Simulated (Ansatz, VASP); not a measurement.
# One calculation of ScGa2N3, two programs

The input INCAR:

```
  ALGO = Normal
  EDIFF = 1E-7
  EDIFFG = -0.08
  ENCUT = 600
  GGA = PE
  IBRION = 2
  ISIF = 3
  ISMEAR = 0
  LASPH = T
  LCHARG = F
  LREAL = F
  LWAVE = F
  NELM = 80
  NSW = 36
  PREC = Accurate
  SIGMA = 0.15
```

The input KPOINTS:

```
k-points
0
Gamma
  4 4 4
```

File POSCAR:

```
ScGa2N3
1.0
   -1.6330329700      2.3117623000      4.8990989000
    1.6330329700     -2.3117623000      4.8990989000
    1.6330329700      2.3117623000     -4.8990989000
Sc Ga N
1 2 3
Direct
    0.0000000000      0.0000000000      0.0000000000
    0.6667000000      0.6667000000      0.0000000000
    0.3333000000      0.3333000000      0.0000000000
    0.8333000000      0.3333000000      0.5000000000
    0.1667000000      0.6667000000      0.5000000000
    0.5000000000      0.0000000000      0.5000000000
```

Input for Ansatz:

```yaml
crystal:
  lattice:
    - [-1.63303297, 2.3117623, 4.8990989]
    - [1.63303297, -2.3117623, 4.8990989]
    - [1.63303297, 2.3117623, -4.8990989]
  atoms:
    - { symbol: Sc, position: [0.0, 0.0, 0.0] }
    - { symbol: Ga, position: [0.6667, 0.6667, 0.0] }
    - { symbol: Ga, position: [0.3333, 0.3333, 0.0] }
    - { symbol: "N", position: [0.8333, 0.3333, 0.5] }
    - { symbol: "N", position: [0.1667, 0.6667, 0.5] }
    - { symbol: "N", position: [0.5, 0.0, 0.5] }
basis:
  ecutwfc: 420
kpoints:
  mp_grid: { grid: [4, 4, 4] }
hamiltonian:
  xc: pbe
scf:
  occupations: { method: gaussian, width: 0.15 }
  lower_state_search: "off"
output:
  forces: true
  stress: true
  eigenvalues: true
relax:
  adjacent_minimum: "off"
  f_tol: 0.08
  max_steps: 16
  cell: { stress_tol: 0.8 }
```

Alike in both runs: task relaxation of cell and atoms; functional PBE; k mesh 4 × 4 × 4; occupations gaussian, width 0.15 eV; no spin polarisation.

|  | VASP | Ansatz |
| --- | --- | --- |
| version | VASP 6.6.1 | Ansatz 0.2.0 |
| potentials or method | VASP PAW PBE potentials, release 64 (Sc_sv, Ga_d, N), cutoff 600 eV | scalar-relativistic, plane waves, PAW |
| valence electrons in the cell | 52 | 52 |

|  | VASP | Ansatz | Ansatz less VASP |
| --- | --- | --- | --- |
| gap on the k mesh at the Fermi level, each at its own relaxed structure (eV) | 1.48 | 1.52 | +0.037 |
| relaxed volume (Å³/atom) | 10.44 | 10.40 | -0.039 |
| relaxed cell length with the largest relative difference (Å) | 5.308 | 5.296 | -0.0114 |

The k mesh is coarse, so the values compare programs but aren't converged. Noted on VASP's run: the volume moved by over 15 % at a fixed basis, so the end points are rough.
